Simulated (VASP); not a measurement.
Here is a VASP 6.6.1 calculation.

The input INCAR:

```
  ALGO = Normal
  EDIFF = 1E-7
  EDIFFG = -0.01
  ENCUT = 600
  GGA = PE
  IBRION = 2
  ISIF = 3
  ISMEAR = 0
  LASPH = T
  LCHARG = F
  LREAL = F
  LWAVE = F
  NELM = 100
  NSW = 100
  PREC = Accurate
  SIGMA = 0.1
```

Contents of KPOINTS:

```
k-points
0
Gamma
  12 12 8
```

POSCAR

```
CdSe
1.0
    4.4915466700      0.0000000000      0.0000000000
   -2.2457733400      3.8897935200      0.0000000000
    0.0000000000      0.0000000000      5.4524988700
Cd Se
2 2
Direct
    0.0000000000      0.0000000000      0.0000000000
    0.0000000000      0.0000000000      0.5000000000
    0.3333333300      0.6666666700      0.2500000000
    0.6666666700      0.3333333300      0.7500000000
```

Potentials or basis: VASP PAW PBE potentials, release 64 (Cd, Se).

Run with:

```bash
$ cat potpaw_PBE.64/Cd/POTCAR potpaw_PBE.64/Se/POTCAR > POTCAR
$ mpirun -np 1 vasp_std > vasp.out
```

Q: What does it give for the space group after relaxing (to 0.05 Å)?

A: P6_3/mmc (No. 194).

Q: Predict the relaxed cell.

A: a = 4.073 Å, b = 4.073 Å, c = 6.693 Å, α = 90.00°, β = 90.00°, γ = 120.00°.

Q: Predict the relaxed volume.

A: 24.04 Å³/atom.

Q: Estimate the band gap on the k mesh.

A: Zero (band 18 reaches 2.16 eV, above the bottom of band 19 at 2.12 eV).

Step by step:
```csv
step,energy change (eV),largest force (eV/Å),pressure (GPa),volume (Å³)
1,0.0000,0.0000,2.30,95.26
2,-0.5291,0.0000,-1.21,99.66
3,-0.7465,0.0000,-3.32,103.30
4,-0.7725,0.0000,-3.94,104.55
5,-0.9136,0.0000,0.94,94.65
6,-0.9201,0.0000,-0.04,96.23
7,-0.9201,0.0000,-0.14,96.39
8,-0.9201,0.0000,-0.05,96.27
9,-0.9201,0.0000,-0.07,96.29
10,-0.9202,0.0000,0.02,96.14
```
